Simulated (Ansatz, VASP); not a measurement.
**Rh: VASP beside Ansatz**

```
CELL_PARAMETERS angstrom
2.63499 0.00000 0.00000
0.00000 2.63499 0.00000
0.00000 0.00000 2.63499
ATOMIC_POSITIONS crystal
Rh 0.00000 0.00000 0.00000
```

Alike in both runs: task single point; functional PBE; k mesh 14 × 14 × 14; occupations fermi-dirac, width 0.1 eV; no spin polarisation.

|  | VASP | Ansatz |
| --- | --- | --- |
| version | VASP 6.6.1 | Ansatz 0.2.0 |
| potentials or method | VASP PAW PBE potentials, release 64 (Rh_pv), cutoff 520 eV | plane waves (420 eV) with PAW, scalar-relativistic |
| valence electrons in the cell | 15 | 17 |

```tsv
	VASP	Ansatz	Ansatz less VASP
pressure (GPa)	-15.4	-15.4	0.00
```

The functional is the same, so the differences come from potentials, cutoffs and numerics. VASP's potentials hold 15 valence electrons a cell and Ansatz's 17, so a difference there can come from the potentials and not from the codes.
